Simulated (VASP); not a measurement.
# Ag (Pm-3m) in VASP: notebook

Ag is run at these levels: LDA; tasks: single point.

Program: VASP 6.6.1. These are calculated values, not measurements. Logs are shortened: lines on timing, memory, paths and dates and some standing lists are left out, and cuts for length are marked.

## (1) The cell of the first run

The structure is cubic, space group Pm-3m (No. 221). Conventional cell: a = 2.537 Å, b = 2.537 Å, c = 2.537 Å, α = 90.00°, β = 90.00°, γ = 90.00°. Ag (site symmetry m-3m) has 6 Ag at 2.54 Å within 3.3 Å.

## (2) Single point, LDA (volume scaled by 0.88)

Contents of INCAR:

```
  PREC = Accurate
  ENCUT = 520
  EDIFF = 1E-7
  ISMEAR = -1
  SIGMA = 0.1
  LREAL = False
  LASPH = True
  NELM = 100
  ALGO = Normal
  ISIF = 2
  LWAVE = False
  LCHARG = False
  NBANDS = 12
```

Contents of KPOINTS:

```
regular mesh
0
Gamma
  13 13 13
```

Contents of POSCAR:

```
Ag
1.0
    2.5366569828      0.0000000000      0.0000000000
    0.0000000000      2.5366569828      0.0000000000
    0.0000000000      0.0000000000      2.5366569828
Ag
1
Direct
    0.0000000000      0.0000000000      0.0000000000
```

Potentials or basis: VASP PAW LDA potentials, release 64 (Ag).

Run with:

```sh
> cat potpaw_LDA.64/Ag/POTCAR > POTCAR
> mpirun -np 1 vasp_std > vasp.out
```

OUTCAR:

```text
PREC = Accurate
   ENCUT = 520
   EDIFF = 1E-7
   ISMEAR = -1
   LREAL = False
   LASPH = True
   NELM = 100
   ISIF = 2

 ion  position               nearest neighbor table
   1  0.000  0.000  0.000-

  LATTYP: Found a simple cubic cell.
 ALAT       =     2.5366569828

  Lattice vectors:

 A1 = (   2.5366569828,   0.0000000000,   0.0000000000)
 A2 = (   0.0000000000,   2.5366569828,   0.0000000000)
 A3 = (   0.0000000000,   0.0000000000,   2.5366569828)

Analysis of symmetry for initial positions (statically):
=====================================================================
 Subroutine PRICEL returns:
 Original cell was already a primitive cell.

 Routine SETGRP: Setting up the symmetry group for a
 simple cubic supercell.

 Subroutine GETGRP returns: Found 48 space group operations
 (whereof 48 operations were pure point group operations)
 out of a pool of 48 trial point group operations.

The static configuration has the point symmetry O_h .

Analysis of symmetry for dynamics (positions and initial velocities):
=====================================================================
 Subroutine PRICEL returns:
 Original cell was already a primitive cell.

 Routine SETGRP: Setting up the symmetry group for a
 simple cubic supercell.

 Subroutine GETGRP returns: Found 48 space group operations
 (whereof 48 operations were pure point group operations)
 out of a pool of 48 trial point group operations.

The dynamic configuration has the point symmetry O_h .

 Subroutine INISYM returns: Found 48 space group operations
 (whereof 48 operations are pure point group operations),
 and found     1 'primitive' translations

----------------------------------------------------------------------------------------

                                     Primitive cell

  volume of cell :      16.3224

  direct lattice vectors                    reciprocal lattice vectors
     2.536656983  0.000000000  0.000000000     0.394219639  0.000000000  0.000000000
     0.000000000  2.536656983  0.000000000     0.000000000  0.394219639  0.000000000
     0.000000000  0.000000000  2.536656983     0.000000000  0.000000000  0.394219639

  length of vectors
     2.536656983  2.536656983  2.536656983     0.394219639  0.394219639  0.394219639

  position of ions in fractional coordinates (direct lattice)
     0.000000000  0.000000000  0.000000000

  ion indices of the primitive-cell ions
   primitive index   ion index
                 1           1

----------------------------------------------------------------------------------------

 KPOINTS: regular mesh

Automatic generation of k-mesh.
 Grid dimensions read from file:
 generate k-points for:   13   13   13

 Generating k-lattice:

  Cartesian coordinates                     Fractional coordinates (reciprocal lattice)
     0.030324588  0.000000000  0.000000000     0.076923077  0.000000000  0.000000000
     0.000000000  0.030324588  0.000000000     0.000000000  0.076923077  0.000000000
     0.000000000  0.000000000  0.030324588     0.000000000  0.000000000  0.076923077

  Length of vectors
     0.030324588  0.030324588  0.030324588

  Shift w.r.t. Gamma in fractional coordinates (k-lattice)
     0.000000000  0.000000000  0.000000000

 Subroutine IBZKPT returns following result:
 ===========================================

 Found     84 irreducible k-points:

 Following reciprocal coordinates:
            Coordinates               Weight
  0.000000  0.000000  0.000000      1.000000
  0.076923  0.000000  0.000000      6.000000
  0.153846  0.000000  0.000000      6.000000
  0.230769  0.000000  0.000000      6.000000
  0.307692  0.000000  0.000000      6.000000
  0.384615  0.000000  0.000000      6.000000
[... 16 lines left out ...]
  0.307692  0.307692  0.000000     12.000000
  0.384615  0.307692  0.000000     24.000000
 [... further k-points ...]
   k-points           NKPTS =     84   k-points in BZ     NKDIM =     84   number of bands    NBANDS=     12
   number of dos      NEDOS =    301   number of ions     NIONS =      1
   total plane-waves  NPLWV =   8000
   dimension x,y,z NGX =    20 NGY =   20 NGZ =   20
   dimension x,y,z NGXF=    40 NGYF=   40 NGZF=   40
   ions per type =               1
   NGX,Y,Z   is equivalent  to a cutoff of  13.11, 13.11, 13.11 a.u.
   NGXF,Y,Z  is equivalent  to a cutoff of  26.21, 26.21, 26.21 a.u.
 SYSTEM =  unknown system
   PREC   = accura    normal or accurate (medium, high low for compatibility)
   ISTART =      0    job   : 0-new  1-cont  2-samecut
   ICHARG =      2    charge: 1-file 2-atom 10-const
   ISPIN  =      1    spin polarized calculation?
   LNONCOLLINEAR =      F non collinear calculations
   LSORBIT =      F    spin-orbit coupling
   LASPH  =      T    aspherical Exc in radial PAW
   ENCUT  =  520.0 eV  38.22 Ry    6.18 a.u.   4.72  4.72  4.72*2*pi/ulx,y,z
   NELM   =    100;   NELMIN=  2; NELMDL= -5     # of ELM steps
   EDIFF  = 0.1E-06   stopping-criterion for ELM
   LREAL  =      F    real-space projection
   EDIFFG = 0.1E-05   stopping-criterion for IOM
   NSW    =      0    number of steps for IOM
   IBRION =     -1    ionic relax: 0-MD 1-quasi-New 2-CG
   NFREE  =      0    steps in history (QN), initial steepest desc. (CG)
   ISIF   =      2    stress and relaxation
   ISYM   =      2    0-nonsym 1-usesym 2-fastsym
   POTIM  = 0.5000    time-step for ionic-motion
   TEBEG  =    0.0;   TEEND  =   0.0 temperature during run
   PSTRESS=    0.0 pullay stress
   NELECT =      11.0000    total number of electrons
   NUPDOWN=      -1.0000    fix difference up-down
   EMIN   =  10.00;   EMAX   =-10.00  energy-range for DOS
   EFERMI =   0.00;   METHOD = LEGACY
   ISMEAR =    -1;   SIGMA  =   0.10  broadening in eV -4-tet -1-fermi 0-gaus
   EFERMI_NEDOS =   21; number of points for ismear=-14 and -15
   IALGO  =     38    algorithm
   IMIX   =      4    mixing-type and parameters
     AMIX     =   0.40;   BMIX     =  1.00
     AMIX_MAG =   1.60;   BMIX_MAG =  1.00
  volume/ion in A,a.u.               =      16.32       110.15
  Fermi-wavevector in a.u.,A,eV,Ry     =   1.435304  2.712332 28.029340  2.060098
  Thomas-Fermi vector in A             =   2.554618
   LORBIT       =      0    0 simple, 1 ext, 2 COOP (PROOUT), +10 PAW based schemes
   GGA     = CA    functional components
   LHFCALC =     F    Hartree Fock is set to
   AEXX    =    0.0000 exact exchange contribution
   IVDW    =     0    specifies the selected vdW correction
   LEPSILON=     F    determine dielectric tensor
   LRPA    =     F    only Hartree local field effects (RPA)
 non-spin polarized calculation
  energy-cutoff  :      520.00
  volume of cell :       16.32
 maximum number of plane-waves:       461
 NGX is ok and might be reduce to    20
   NGX =  9   NGY =  9   NGZ =  9

 number of electron      10.9999994 magnetization

 Free energy of the ion-electron system (eV)
  ---------------------------------------------------
  ext. energy  EPLUGINS =         0.00000000
  ---------------------------------------------------
  free energy    TOTEN  =        -3.25509432 eV

  energy without entropy =       -3.24489754  energy(sigma->0) =       -3.24999593

 E-fermi :   8.6640     XC(G=0): -12.7313

 val. band max:        8.5106051168   @ k =   0.3846   0.3077   0.0000
 cond. band min:       8.6721305239   @ k =   0.3077   0.3077   0.2308
 fundamental gap:      0.1615254071
 Fermi energy:         8.6640423843

 k-point     1 :       0.0000    0.0000    0.0000
  band No.  band energies     occupation
      1       0.7224      2.00000
      2       1.6396      2.00000
      3       1.6396      2.00000
      4       6.0401      2.00000
      5       6.0401      2.00000
      6       6.0401      2.00000
      7      24.3458      0.00000
      8      24.3458      0.00000
      9      24.3458      0.00000
     10      30.8259      0.00000
     11      30.8259      0.00000
     12      31.4112      0.00000

 k-point     2 :       0.0769    0.0000    0.0000
  band No.  band energies     occupation
      1       0.8781      2.00000
      2       1.6642      2.00000
      3       1.7672      2.00000
      4       5.9440      2.00000
      5       5.9440      2.00000
      6       6.0479      2.00000
      7      23.0478      0.00000
      8      24.6032      0.00000
      9      24.6032      0.00000
     10      30.4960      0.00000
     11      31.0661      0.00000
     12      32.6698      0.00000

 k-point     3 :       0.1538    0.0000    0.0000
  band No.  band energies     occupation
      1       1.2500      2.00000
      2       1.7328      2.00000
      3       2.2216      2.00000
      4       5.6864      2.00000
      5       5.6864      2.00000
      6       6.0695      2.00000
      7      20.5985      0.00000
      8      25.3377      0.00000
      9      25.3377      0.00000
     10      29.6654      0.00000
     11      31.0238      0.00000
     12      35.7160      0.00000
[... 286 lines left out ...]
 k-point    23 :       0.3077    0.3077    0.0000
  band No.  band energies     occupation
      1       2.3707      2.00000
      2       2.7248      2.00000
      3       4.5376      2.00000
      4       5.1124      2.00000
      5       5.2047      2.00000
      6       7.0487      2.00000
      7      16.5222      0.00000
      8      19.6205      0.00000
      9      26.7571      0.00000
     10      30.7004      0.00000
     11      31.2735      0.00000
     12      34.4842      0.00000

 k-point    24 :       0.3846    0.3077    0.0000
  band No.  band energies     occupation
      1       2.3915      2.00000
      2       2.5257      2.00000
      3       4.8988      2.00000
      4       5.0393      2.00000
      5       5.2091      2.00000
      6       8.5106      1.64529
      7      14.7828      0.00000
      8      20.1848      0.00000
      9      24.9377      0.00000
     10      30.4125      0.00000
     11      32.6147      0.00000
     12      33.9350      0.00000

 [... further k-points ...]
[... 5 lines left out ...]
  --------------------------------------------------------------------------------------
  -------------------------------------------------------------------------------------
  Total        1.9410656      1.9410656      1.9410656      0.0000000      0.0000000     -0.0000000
  in kB      190.5309629    190.5309629    190.5309629      0.0000000      0.0000000     -0.0000000
  external PRESSURE =     190.5309629 kB  Pullay stress =       0.0000000 kB

 VOLUME and BASIS-vectors are now :
 -----------------------------------------------------------------------------
  energy-cutoff  :      520.00
  volume of cell :       16.32
      direct lattice vectors                 reciprocal lattice vectors
     2.536656983  0.000000000  0.000000000     0.394219639  0.000000000  0.000000000
     0.000000000  2.536656983  0.000000000     0.000000000  0.394219639  0.000000000
     0.000000000  0.000000000  2.536656983     0.000000000  0.000000000  0.394219639

 POSITION                                       TOTAL-FORCE (eV/Angst)
 -----------------------------------------------------------------------------------
      0.00000      0.00000      0.00000         0.000000      0.000000      0.000000
 -----------------------------------------------------------------------------------
    total drift:                                0.000000      0.000000      0.000000

  FREE ENERGIE OF THE ION-ELECTRON SYSTEM (eV)
  ---------------------------------------------------
  free  energy   TOTEN  =        -3.2550943231 eV

  energy  without entropy=       -3.2448975383  energy(sigma->0) =       -3.24999593
```

Run time: 8 s. Hardware: 1 thread of Intel Xeon Platinum 8259CL at 2.50GHz (Skylake/Cascade Lake), shared host; peak memory 0.12 GiB.

What came out:

```yaml
Free_energy: -3.2551 eV
Pressure: 19.1 GPa
```

Caveat: the cell differs from its parent crystal (volume scaled by 0.88).

## (3) Single point, LDA

This run uses another cell than the first one, of 18.55 Å³/atom, 1.136 times its volume.

Contents of INCAR:

```
SYSTEM = Ag
  PREC = Accurate
  ENCUT = 520
  EDIFF = 1E-6
  ISMEAR = -1
  SIGMA = 0.1
  LREAL = .False.
  LASPH = .True.
  NELM = 80
  ALGO = Normal
  ISIF = 2
  LWAVE = .False.
  LCHARG = .False.
  NBANDS = 12
```

Contents of KPOINTS:

```
Automatic mesh
0
Gamma
  12 12 12
  0 0 0
```

Contents of POSCAR:

```
Ag
1.0
    2.6470827630      0.0000000000      0.0000000000
    0.0000000000      2.6470827630      0.0000000000
    0.0000000000      0.0000000000      2.6470827630
Ag
1
Direct
    0.0000000000      0.0000000000      0.0000000000
```

Potentials or basis: VASP PAW LDA potentials, release 64 (Ag).

Run with:

```sh
> cat potpaw_LDA.64/Ag/POTCAR > POTCAR
> mpirun -np 1 vasp_std > vasp.out
```

Wall time 7.6 s (1 thread of Intel Xeon Platinum 8259CL at 2.50GHz (Skylake/Cascade Lake), shared host); peak memory 0.13 GiB.

It converged, with:

```
Free energy : -3.3724 eV
Pressure    : 0.1 GPa
```

Levels at points of the mesh, in eV from the Fermi level:
| k point | band 1 | band 2 | band 3 | band 4 | band 5 | band 6 | band 7 | band 8 | band 9 | band 10 |
| --- | --- | --- | --- | --- | --- | --- | --- | --- | --- | --- |
| (0.00, 0.00, 0.00) | -7.07 | -6.23 | -6.23 | -2.66 | -2.66 | -2.66 | 14.71 | 14.71 | 14.71 | 20.46 |
| (0.50, 0.00, 0.00) | -5.87 | -5.56 | -3.83 | -3.83 | -2.55 | -0.79 | 2.16 | 17.47 | 19.74 | 20.33 |
| (0.50, 0.50, 0.00) | -6.23 | -5.31 | -3.62 | -3.62 | -1.76 | 3.95 | 3.95 | 8.48 | 10.26 | 22.20 |
| (0.50, 0.50, 0.50) | -5.60 | -5.60 | -5.60 | -1.68 | -1.68 | 9.03 | 9.03 | 9.03 | 10.37 | 15.30 |

## (4) Single point, LDA

This run uses another cell than the first one, of 18.55 Å³/atom, 1.136 times its volume.

Contents of INCAR:

```
ALGO = Normal ; EDIFF = 1E-7
ENCUT = 520 ; ISIF = 2
ISMEAR = -1 ; LASPH = True
LCHARG = False ; LREAL = False
LWAVE = False ; NBANDS = 12
NELM = 60 ; PREC = Accurate
SIGMA = 0.1
```

Contents of KPOINTS:

```
k-points
0
Gamma
  13 13 13
```

POSCAR is that of step 3.

Run with:

```sh
> cat potpaw_LDA.64/Ag/POTCAR > POTCAR
> mpirun -np 1 vasp_std > vasp.out
```

Wall time 8.2 s (1 thread of Intel Xeon Platinum 8259CL at 2.50GHz (Skylake/Cascade Lake), shared host); peak memory 0.13 GiB.

It converged, with:

- Free energy: -3.3723 eV
- Pressure: 0.1 GPa

Levels at points of the mesh, in eV from the Fermi level:
| k point | band 4 | band 5 | band 6 | band 7 | band 8 | band 9 |
| --- | --- | --- | --- | --- | --- | --- |
| (0.00, 0.00, 0.00) | -2.66 | -2.66 | -2.66 | 14.71 | 14.71 | 14.71 |

## (5) Single point, LDA (volume scaled by 1.08)

Contents of INCAR:

```
SYSTEM = Ag
PREC = Accurate
ENCUT = 520
EDIFF = 1E-6
ISMEAR = -1
SIGMA = 0.1
LREAL = .FALSE.
LASPH = .TRUE.
NELM = 60
ALGO = Normal
ISIF = 2
LWAVE = .FALSE.
LCHARG = .FALSE.
NBANDS = 12
```

Contents of KPOINTS:

```
regular mesh
0
G
  13 13 13
  0 0 0
```

Contents of POSCAR:

```
Ag
1.0
    2.7158687121      0.0000000000      0.0000000000
    0.0000000000      2.7158687121      0.0000000000
    0.0000000000      0.0000000000      2.7158687121
Ag
1
Direct
    0.0000000000      0.0000000000      0.0000000000
```

Run with:

```sh
> cat potpaw_LDA.64/Ag/POTCAR > POTCAR
> mpirun -np 1 vasp_std > vasp.out
```

Run time: 7.7 s. Hardware: 1 thread of Intel Xeon Platinum 8259CL at 2.50GHz (Skylake/Cascade Lake), shared host; peak memory 0.13 GiB.

Results (log left out):

```
Free energy : -3.3413 eV
Pressure    : -6.4 GPa
```

Levels at points of the mesh, in eV from the Fermi level:
```tsv
k point	band 3	band 4	band 5	band 6	band 7	band 8	band 9	band 10
(0.00, 0.00, 0.00)	-5.83	-2.69	-2.69	-2.69	14.12	14.12	14.12	19.48
```

Caveat: the cell differs from its parent crystal (volume scaled by 1.08).

## (6) The runs side by side

```csv
cell,k mesh,gap on the mesh (eV),pressure (GPa)
"a = 2.537 Å, 1 atom",13 × 13 × 13,none,19.1
"a = 2.647 Å, 1 atom",12 × 12 × 12,none,0.1
"a = 2.647 Å, 1 atom",13 × 13 × 13,none,0.1
"a = 2.716 Å, 1 atom",13 × 13 × 13,none,-6.4
```

Alike in all rows: task single point; level LDA; potentials or basis VASP PAW LDA potentials, release 64 (Ag); no spin polarisation; cutoff (eV) 520; smearing fermi-dirac 0.1 eV.

Absolute energies hang on the potentials; compare differences alone.
